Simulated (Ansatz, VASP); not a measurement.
GaO3 in VASP and in Ansatz

The input INCAR:

```
SYSTEM = GaO3
  PREC = Accurate
  ENCUT = 600
  EDIFF = 1E-7
  ISMEAR = 0
  SIGMA = 0.1
  LREAL = .FALSE.
  LASPH = .TRUE.
  NELM = 150
  ALGO = Normal
  ISIF = 3
  LWAVE = .FALSE.
  LCHARG = .FALSE.
  ISPIN = 2
  MAGMOM = 0 1 1 1
  LORBIT = 11
  GGA = PE
  IBRION = 2
  NSW = 90
  EDIFFG = -0.04
```

File KPOINTS:

```
regular mesh
0
G
  4 4 4
  0 0 0
```

The input POSCAR:

```
GaO3
1.0
    3.8152974700      0.0000000000      0.0000000000
    0.0000000000      3.8152974700      0.0000000000
    0.0000000000      0.0000000000      3.8152974700
Ga O
1 3
Direct
    0.0000000000      0.0000000000      0.0000000000
    0.5000000000      0.0000000000      0.0000000000
    0.0000000000      0.5000000000      0.0000000000
    0.0000000000      0.0000000000      0.5000000000
```

Input for Ansatz:

```yaml
crystal:
  lattice:
    - [3.81529747, 0.0, 0.0]
    - [0.0, 3.81529747, 0.0]
    - [0.0, 0.0, 3.81529747]
  atoms:
    - { symbol: Ga, position: [0.0, 0.0, 0.0] }
    - { symbol: O, position: [0.5, 0.0, 0.0], spin: 1.0 }
    - { symbol: O, position: [0.0, 0.5, 0.0], spin: 1.0 }
    - { symbol: O, position: [0.0, 0.0, 0.5], spin: 1.0 }
basis:
  ecutwfc: 420
kpoints:
  mp_grid: { grid: [4, 4, 4] }
hamiltonian:
  xc: pbe
scf:
  occupations: { method: gaussian, width: 0.1 }
  lower_state_search: "off"
output:
  forces: true
  stress: true
  eigenvalues: true
  populations: true
magnetization:
  spin_polarized: true
relax:
  adjacent_minimum: "off"
  f_tol: 0.04
  max_steps: 70
  cell: { stress_tol: 0.4 }
```

Change from the starting cell: species swapped into the ScF3 type (Pm-3m, No. 221).

Alike in both runs: task relaxation of cell and atoms; functional PBE; k mesh 4 × 4 × 4; occupations gaussian, width 0.1 eV; collinear spin.

|  | VASP | Ansatz |
| --- | --- | --- |
| version | VASP 6.6.1 | Ansatz 0.2.0 |
| potentials or method | VASP PAW PBE potentials, release 64 (Ga_d, O), cutoff 600 eV | scalar-relativistic, plane waves, PAW |
| valence electrons in the cell | 31 | 31 |

|  | VASP | Ansatz | Ansatz less VASP |
| --- | --- | --- | --- |
| gap on the k mesh at the Fermi level, each at its own relaxed structure (eV) | none | none | - |
| net moment per atom (μB) | 0.75 | 0.75 | 0.000 |
| size of the moment on the site where the two differ most (μB) | 0.07 | 0.01 | -0.055 |
| relaxed volume (Å³/atom) | 14.88 | 14.78 | -0.099 |
| relaxed cell length with the largest relative difference (Å) | 3.905 | 3.896 | -0.0087 |

Site moments also hang on the region over which each program counts them. A gap of «none» marks a metal or a gap that the smearing closes.

The k mesh is coarse, so the values compare programs but aren't converged.
